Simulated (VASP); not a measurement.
Here is a VASP 6.6.1 calculation.

Contents of INCAR:

```
SYSTEM = SnSe2
PREC = Accurate
ENCUT = 520
EDIFF = 1E-6
ISMEAR = 0
SIGMA = 0.02
LREAL = .False.
LASPH = .True.
NELM = 100
ALGO = Normal
ISIF = 2
LWAVE = .False.
LCHARG = .False.
GGA = PS
NBANDS = 20
```

Contents of KPOINTS:

```
regular mesh
0
Gamma
  12 12 4
  0 0 0
```

The input POSCAR:

```
SnSe2
1.0
    3.8174487349      0.0000000000      0.0000000000
   -1.9087243674      3.3060075820      0.0000000000
    0.0000000000      0.0000000000      6.1546758455
Sn Se
1 2
Direct
    0.0000000000      0.0000000000      0.0000000000
    0.6666666667      0.3333333333      0.7421700586
    0.3333333333      0.6666666667      0.2578299414
```

Potentials or basis: VASP PAW PBE potentials, release 64 (Sn_d, Se).

The run is started by

```console
$ cat potpaw_PBE.64/Sn_d/POTCAR potpaw_PBE.64/Se/POTCAR > POTCAR
$ mpirun -np 1 vasp_std > vasp.out
```

Estimate the largest force.

0.022 eV/Å.

Predict the pressure.

0.1 GPa.

Estimate the band gap on the k mesh.

0.60 eV, indirect (least direct gap 0.99 eV).

Forces in eV/Å, atoms in the order of the input:
```
Sn   0.000  0.000  0.000
Se   0.000  0.000 -0.022
Se   0.000  0.000  0.022
```

Caveat: the PAW data sets were made with another functional, which shifts forces and pressure a little; spin-orbit coupling is left out, which moves the levels of the heavy elements; this functional lacks dispersion, which binds the layers, so the pressure and a relaxed spacing across them are unreliable. A k mesh can miss the band edges.
